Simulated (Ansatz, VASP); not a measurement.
# TiB6: VASP beside Ansatz

```xyz
7
Lattice="4.0780 0.0000 0.0000 0.0000 4.0780 0.0000 0.0000 0.0000 4.0780" Properties=species:S:1:pos:R:3 pbc="T T T"
Ti    0.0000    0.0000    0.0000
B     3.2674    2.0390    2.0390
B     0.8106    2.0390    2.0390
B     2.0390    2.0390    3.2674
B     2.0390    2.0390    0.8106
B     2.0390    0.8106    2.0390
B     2.0390    3.2674    2.0390
```

Change from the starting cell: species swapped into the YbB6 type (Pm-3m, No. 221).

Alike in both runs: functional PBE; k mesh 10 × 10 × 10; occupations gaussian, width 0.1 eV; collinear spin.

Ansatz relaxed the structure, and its values are those at the end. VASP's run is a single point on that final structure, the one shown.

|  | VASP | Ansatz |
| --- | --- | --- |
| version | VASP 6.6.1 | Ansatz 0.2.0 |
| potentials or method | VASP PAW PBE potentials, release 64 (Ti_sv, B), cutoff 520 eV | scalar-relativistic, plane waves, PAW |
| valence electrons in the cell | 30 | 30 |

Ansatz gave:

```
gap on the k mesh at the Fermi level (eV)                     : none
pressure (GPa)                                                : 0.0
rms of the force components (eV/Å)                            : 0.002
net moment per atom (μB)                                      : 0.26
size of the moment on the site where the two differ most (μB) : 1.54
```

Question: Which values does VASP return?

Answer: gap on the k mesh at the Fermi level (eV): none; pressure (GPa): 0.1; rms of the force components (eV/Å): 0.012; net moment per atom (μB): 0.26; size of the moment on the site where the two differ most (μB): 1.48.

Site moments also hang on the region over which each program counts them. A gap of «none» marks a metal or a gap that the smearing closes.
